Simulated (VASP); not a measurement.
Runs of VASP 6.6.1 on SiO2. The structure is that of space group P4_2/mnm (No. 136), or close to it. The cells are those of the table. 

| cell | gap on the mesh (eV) | pressure (GPa) | largest force (eV/Å) |
| --- | --- | --- | --- |
| a = 4.363, b = 4.363, c = 2.851 Å, 6 atoms | (c) | -28.0 | 0.39 |
| a = 4.268, b = 4.268, c = 2.690 Å, 6 atoms | 4.80 | -3.7 | 0.14 |
| a = 4.331, b = 4.331, c = 2.932 Å, 6 atoms | 2.67 | -30.9 | 0.07 |
| a = 4.141, b = 4.141, c = 2.771 Å, 6 atoms | 5.08 | (a) | 0.45 |
| a = 4.363, b = 4.363, c = 2.367 Å, 6 atoms | 6.28 | 39.5 | (b) |

Alike in all rows: task single point; level PBE; potentials or basis VASP PAW PBE potentials, release 64 (Si, O); no spin polarisation; k mesh 6 × 6 × 8; cutoff (eV) 520; smearing gaussian 0.05 eV.

Q: Estimate the missing entries.

A: (a) 3.1; (b) 0.23; (c) 3.01.

A k mesh can miss the band edges.
